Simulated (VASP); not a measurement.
Input of a VASP 6.6.1 run:

Contents of INCAR:

```
ALGO = Normal
EDIFF = 1E-6
ENCUT = 520
ISIF = 2
ISMEAR = -1
LASPH = True
LCHARG = False
LREAL = False
LWAVE = False
NBANDS = 15
NELM = 100
PREC = Accurate
SIGMA = 0.05
```

The input KPOINTS:

```
k-points
0
Gamma
  13 13 7
```

File POSCAR:

```
Os
1.0
    2.7305981567      0.0000000000      0.0000000000
   -1.3652990784      2.3647673712      0.0000000000
    0.0000000000      0.0000000000      4.4235690139
Os
2
Direct
    0.3133333333      0.6566666667      0.2350000000
    0.6866666667      0.3433333333      0.7650000000
```

Potentials or basis: VASP PAW LDA potentials, release 64 (Os).

Launch:

```sh
$ cat potpaw_LDA.64/Os/POTCAR > POTCAR
$ mpirun -np 1 vasp_std > vasp.out
```

(1) Predict the band gap on the k mesh.

(2) Predict the largest force.

(3) Estimate the pressure.

Results:

(1) zero (bands 8 and 9 overlap by 3.75 eV).

(2) 1.764 eV/Å.

(3) -12.2 GPa.

Caveat: the cell differs from its parent crystal (shortest bond scaled by 0.94); the cell stands under tension; spin-orbit coupling is left out, which moves the levels of the heavy elements; forces of over 1 eV/Å act on the atoms, so gaps and moduli don't describe the material at rest.
